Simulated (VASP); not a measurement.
# PbF2 (Fm-3m) in VASP: single point with PBE

Aim: the single point of PbF2 with PBE.

Everything below comes from runs of VASP 6.6.1. Logs are shortened: lines on timing, memory, paths and dates and some standing lists are left out, and cuts for length are marked.

## Step 1: The cell of the first run

The structure is cubic, space group Fm-3m (No. 225). Conventional cell: a = 5.993 Å, b = 5.993 Å, c = 5.993 Å, α = 90.00°, β = 90.00°, γ = 90.00°. Pb (site symmetry m-3m) has 8 F at 2.60 Å within 3.4 Å. F (site symmetry -43m) has 4 Pb at 2.60 Å and 6 F at 3.00 Å within 3.4 Å.

## Step 2: Single point, PBE

Input file INCAR:

```
SYSTEM = PbF2
PREC = Accurate
ENCUT = 520
EDIFF = 1E-7
ISMEAR = 0
SIGMA = 0.05
LREAL = .False.
LASPH = .True.
NELM = 100
ALGO = Normal
ISIF = 2
LWAVE = .False.
LCHARG = .False.
GGA = PE
NBANDS = 21
```

Input file KPOINTS:

```
Automatic mesh
0
Gamma
  6 6 6
  0 0 0
```

Input file POSCAR:

```
PbF2
1.0
    0.0000000000      2.9966014126      2.9966014126
    2.9966014126      0.0000000000      2.9966014126
    2.9966014126      2.9966014126      0.0000000000
Pb F
1 2
Direct
    0.0000000000      0.0000000000      0.0000000000
    0.2500000000      0.2500000000      0.2500000000
    0.7500000000      0.7500000000      0.7500000000
```

Potentials or basis: VASP PAW PBE potentials, release 64 (Pb_d, F).

Launch:

```sh
$ cat potpaw_PBE.64/Pb_d/POTCAR potpaw_PBE.64/F/POTCAR > POTCAR
$ mpirun -np 1 vasp_std > vasp.out
```

OUTCAR:

```text
SYSTEM = PbF2
   PREC = Accurate
   ENCUT = 520
   EDIFF = 1E-7
   ISMEAR = 0
   LREAL = .False.
   LASPH = .True.
   NELM = 100
   ISIF = 2
   GGA = PE

 ion  position               nearest neighbor table
   1  0.000  0.000  0.000-   3 2.60   3 2.60   3 2.60   2 2.60   2 2.60   2 2.60   3 2.60   2 2.60

   2  0.250  0.250  0.250-   1 2.60   1 2.60   1 2.60   1 2.60
   3  0.750  0.750  0.750-   1 2.60   1 2.60   1 2.60   1 2.60

  LATTYP: Found a face centered cubic cell.
 ALAT       =     5.9932028252

  Lattice vectors:

 A1 = (   0.0000000000,   2.9966014126,   2.9966014126)
 A2 = (   2.9966014126,   0.0000000000,   2.9966014126)
 A3 = (   2.9966014126,   2.9966014126,   0.0000000000)

Analysis of symmetry for initial positions (statically):
=====================================================================
 Subroutine PRICEL returns:
 Original cell was already a primitive cell.

 Routine SETGRP: Setting up the symmetry group for a
 face centered cubic supercell.

 Subroutine GETGRP returns: Found 48 space group operations
 (whereof 48 operations were pure point group operations)
 out of a pool of 48 trial point group operations.

The static configuration has the point symmetry O_h .

Analysis of symmetry for dynamics (positions and initial velocities):
=====================================================================
 Subroutine PRICEL returns:
 Original cell was already a primitive cell.

 Routine SETGRP: Setting up the symmetry group for a
 face centered cubic supercell.

 Subroutine GETGRP returns: Found 48 space group operations
 (whereof 48 operations were pure point group operations)
 out of a pool of 48 trial point group operations.

The dynamic configuration has the point symmetry O_h .

 Subroutine INISYM returns: Found 48 space group operations
 (whereof 48 operations are pure point group operations),
 and found     1 'primitive' translations

----------------------------------------------------------------------------------------

                                     Primitive cell

  volume of cell :      53.8167

  direct lattice vectors                    reciprocal lattice vectors
     0.000000000  2.996601413  2.996601413    -0.166855691  0.166855691  0.166855691
[... 73 lines left out ...]
   ISPIN  =      1    spin polarized calculation?
   LNONCOLLINEAR =      F non collinear calculations
   LSORBIT =      F    spin-orbit coupling
   LASPH  =      T    aspherical Exc in radial PAW
   ENCUT  =  520.0 eV  38.22 Ry    6.18 a.u.   7.88  7.88  7.88*2*pi/ulx,y,z
   NELM   =    100;   NELMIN=  2; NELMDL= -5     # of ELM steps
   EDIFF  = 0.1E-06   stopping-criterion for ELM
   LREAL  =      F    real-space projection
   EDIFFG = 0.1E-05   stopping-criterion for IOM
   NSW    =      0    number of steps for IOM
   IBRION =     -1    ionic relax: 0-MD 1-quasi-New 2-CG
   NFREE  =      0    steps in history (QN), initial steepest desc. (CG)
   ISIF   =      2    stress and relaxation
   ISYM   =      2    0-nonsym 1-usesym 2-fastsym
   POTIM  = 0.5000    time-step for ionic-motion
   TEBEG  =    0.0;   TEEND  =   0.0 temperature during run
   PSTRESS=    0.0 pullay stress
   NELECT =      28.0000    total number of electrons
   NUPDOWN=      -1.0000    fix difference up-down
   EMIN   =  10.00;   EMAX   =-10.00  energy-range for DOS
   EFERMI =   0.00;   METHOD = LEGACY
   ISMEAR =     0;   SIGMA  =   0.05  broadening in eV -4-tet -1-fermi 0-gaus
   EFERMI_NEDOS =   21; number of points for ismear=-14 and -15
   IALGO  =     38    algorithm
   IMIX   =      4    mixing-type and parameters
     AMIX     =   0.40;   BMIX     =  1.00
     AMIX_MAG =   1.60;   BMIX_MAG =  1.00
  volume/ion in A,a.u.               =      17.94       121.06
  Fermi-wavevector in a.u.,A,eV,Ry     =   1.316705  2.488212 23.588589  1.733712
  Thomas-Fermi vector in A             =   2.446798
   LORBIT       =      0    0 simple, 1 ext, 2 COOP (PROOUT), +10 PAW based schemes
   GGA     = PE    functional components
   LHFCALC =     F    Hartree Fock is set to
   AEXX    =    0.0000 exact exchange contribution
   IVDW    =     0    specifies the selected vdW correction
   LEPSILON=     F    determine dielectric tensor
   LRPA    =     F    only Hartree local field effects (RPA)
 non-spin polarized calculation
 Gauss-broadening in eV      SIGMA  =   0.05
  energy-cutoff  :      520.00
  volume of cell :       53.82
 maximum number of plane-waves:      1464
   NGX = 15   NGY = 15   NGZ = 15

 number of electron      28.0000029 magnetization

 Free energy of the ion-electron system (eV)
  ---------------------------------------------------
  ext. energy  EPLUGINS =         0.00000000
  ---------------------------------------------------
  free energy    TOTEN  =       -14.35067434 eV

  energy without entropy =      -14.35067434  energy(sigma->0) =      -14.35067434

 E-fermi :   1.7097     XC(G=0):  -9.2420

 val. band max:        1.4790482582   @ k =   0.5000   0.0000   0.0000
 cond. band min:       5.9077627660   @ k =   0.5000   0.5000   0.0000
 fundamental gap:      4.4287145078
 Fermi energy:         1.7097107381

 k-point     1 :       0.0000    0.0000    0.0000
  band No.  band energies     occupation
      1     -19.3438      2.00000
      2     -18.7802      2.00000
      3     -12.9150      2.00000
      4     -12.9150      2.00000
      5     -12.9150      2.00000
      6     -12.8716      2.00000
[... 373 lines left out ...]
     20      16.6903      0.00000
     21      18.0766      0.00000

------------------------ aborting loop because EDIFF is reached ----------------------------------------

  FORCE on cell =-STRESS in cart. coord.  units (eV):
  Direction    XX          YY          ZZ          XY          YZ          ZX
  --------------------------------------------------------------------------------------
  -------------------------------------------------------------------------------------
  Total        0.0169485      0.0169485      0.0169485      0.0000000     -0.0000000     -0.0000000
  in kB        0.5045735      0.5045735      0.5045735      0.0000000     -0.0000000     -0.0000000
  external PRESSURE =       0.5045735 kB  Pullay stress =       0.0000000 kB

 VOLUME and BASIS-vectors are now :
 -----------------------------------------------------------------------------
  energy-cutoff  :      520.00
  volume of cell :       53.82
      direct lattice vectors                 reciprocal lattice vectors
     0.000000000  2.996601413  2.996601413    -0.166855691  0.166855691  0.166855691
     2.996601413  0.000000000  2.996601413     0.166855691 -0.166855691  0.166855691
     2.996601413  2.996601413  0.000000000     0.166855691  0.166855691 -0.166855691

 POSITION                                       TOTAL-FORCE (eV/Angst)
 -----------------------------------------------------------------------------------
      0.00000      0.00000      0.00000        -0.000000     -0.000000      0.000000
      1.49830      1.49830      1.49830         0.000000     -0.000000      0.000000
      4.49490      4.49490      4.49490        -0.000000      0.000000     -0.000000
 -----------------------------------------------------------------------------------
    total drift:                                0.000000     -0.000000      0.000000

  FREE ENERGIE OF THE ION-ELECTRON SYSTEM (eV)
  ---------------------------------------------------
  free  energy   TOTEN  =       -14.3506743432 eV

  energy  without entropy=      -14.3506743432  energy(sigma->0) =      -14.35067434
```

Wall time 22 s (1 thread of Intel Xeon 8259CL, shared host); peak memory 0.18 GiB.

What came out:

| Property | Result |
| --- | --- |
| Free energy | -14.3507 eV |
| Pressure | 0.1 GPa |
| Band gap on the k mesh | 4.43 eV (least direct gap 4.56 eV) |

Caveat: spin-orbit coupling is left out, which moves the levels of the heavy elements. A k mesh can miss the band edges.
